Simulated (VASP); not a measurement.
**ZnS: single point with PBE**

The system is ZnS.

```
Zn S
1.0
     3.84407    0.00000    0.00000
    -1.92203    3.32906    0.00000
     0.00000    0.00000    6.43074
Zn S
2 2
Direct
  0.33333 0.66667 0.00170
  0.66667 0.33333 0.50170
  0.33333 0.66667 0.37330
  0.66667 0.33333 0.87330
```

This cell differs from its parent crystal: strain along c alone, the other axes held: +2.0 %, then relaxed in part.

* Program: VASP 6.6.1
* Task: single point
* Functional: PBE
* Potentials or basis: VASP PAW PBE potentials, release 64 (Zn, S)
* Cutoff: 520 eV
* k mesh: 12 × 12 × 4
* Occupations: gaussian, width 0.02 eV
* Spin: no spin polarisation

| Quantity | Value |
| --- | --- |
| Pressure | -1.2 GPa |
| Band gap on the k mesh | 1.94 eV |

Stress tensor (GPa, compression positive):
```
-0.52  0.00  0.00
 0.00 -0.52  0.00
 0.00  0.00 -2.44
```

Levels at points of the mesh, in eV from the valence-band top:
| k point | band 15 | band 16 | band 17 | band 18 | band 19 | band 20 | band 21 | band 22 |
| --- | --- | --- | --- | --- | --- | --- | --- | --- |
| (0.00, 0.00, 0.00) | -0.79 | -0.17 | 0.00 | 0.00 | 1.94 | 3.16 | 6.39 | 6.40 |
| (0.50, 0.00, 0.00) | -3.10 | -2.04 | -1.61 | -0.84 | 3.76 | 4.05 | 5.04 | 6.91 |
| (0.00, 0.00, 0.50) | -0.41 | -0.41 | -0.41 | -0.41 | 3.47 | 3.47 | 6.59 | 6.59 |
| (0.50, 0.00, 0.50) | -1.62 | -1.62 | -1.48 | -1.48 | 3.45 | 3.45 | 5.22 | 5.22 |

It took 48 s on 1 thread of Intel(R) Xeon(R) 6975P-C (Granite Rapids), on a shared host, peak memory 0.25 GiB.

Caveat: the cell differs from its parent crystal (strain along c alone, the other axes held: +2.0 %, then relaxed in part). A k mesh can miss the band edges.
